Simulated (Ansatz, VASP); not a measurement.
One calculation of BaZrO3, two programs

INCAR

```
PREC     = Accurate       # precision mode
ENCUT    = 520            # plane-wave cutoff, eV
EDIFF    = 1E-6           # SCF threshold, eV
ISMEAR   = 0              # smearing method
SIGMA    = 0.01           # smearing width, eV
LREAL    = False          # projectors in reciprocal space
LASPH    = True           # aspherical terms in the spheres
NELM     = 100            # most SCF steps
ALGO     = Normal         # electronic algorithm
ISIF     = 2              # what is computed and relaxed
LWAVE    = False          # write WAVECAR
LCHARG   = False          # write CHGCAR
GGA      = PE             # functional
NBANDS   = 28             # bands
```

KPOINTS

```
Automatic mesh
0
Gamma
  6 6 6
```

Contents of POSCAR:

```
BaZrO3
1.0
    4.2259807445      0.0000000000      0.0000000000
    0.0000000000      4.2259807445      0.0000000000
    0.0000000000      0.0000000000      4.2259807445
Ba Zr O
1 1 3
Direct
    0.0000000000      0.0000000000      0.0000000000
    0.5000000000      0.5000000000      0.5000000000
    0.0000000000      0.5000000000      0.5000000000
    0.5000000000      0.0000000000      0.5000000000
    0.5000000000      0.5000000000      0.0000000000
```

Input for Ansatz:

```yaml
crystal:
  lattice:
    - [4.225980744464325, 0.0, 0.0]
    - [0.0, 4.225980744464325, 0.0]
    - [0.0, 0.0, 4.225980744464325]
  atoms:
    - { symbol: Ba, position: [0.0, 0.0, 0.0] }
    - { symbol: Zr, position: [0.5, 0.5, 0.5] }
    - { symbol: O, position: [0.0, 0.5, 0.5] }
    - { symbol: O, position: [0.5, 0.0, 0.5] }
    - { symbol: O, position: [0.5, 0.5, 0.0] }
basis:
  ecutwfc: 571.4391111657479
kpoints:
  mp_grid:
    grid: [6, 6, 6]
hamiltonian:
  xc: pbe
scf:
  occupations:
    method: fixed
output:
  stress: true
```

Alike in both runs: task single point; functional PBE; k mesh 6 × 6 × 6; no spin polarisation.

|  | VASP | Ansatz |
| --- | --- | --- |
| version | VASP 6.6.1 | Ansatz 0.2.0 |
| potentials or method | VASP PAW PBE potentials, release 64 (Ba_sv, Zr_sv, O), cutoff 520 eV | plane waves, PAW |
| occupations | gaussian, width 0.01 eV | fixed |
| valence electrons in the cell | 40 | 40 |

|  | VASP | Ansatz | Ansatz less VASP |
| --- | --- | --- | --- |
| pressure (GPa) | 1.1 | 0.1 | -0.95 |

Spin-orbit coupling is off throughout.
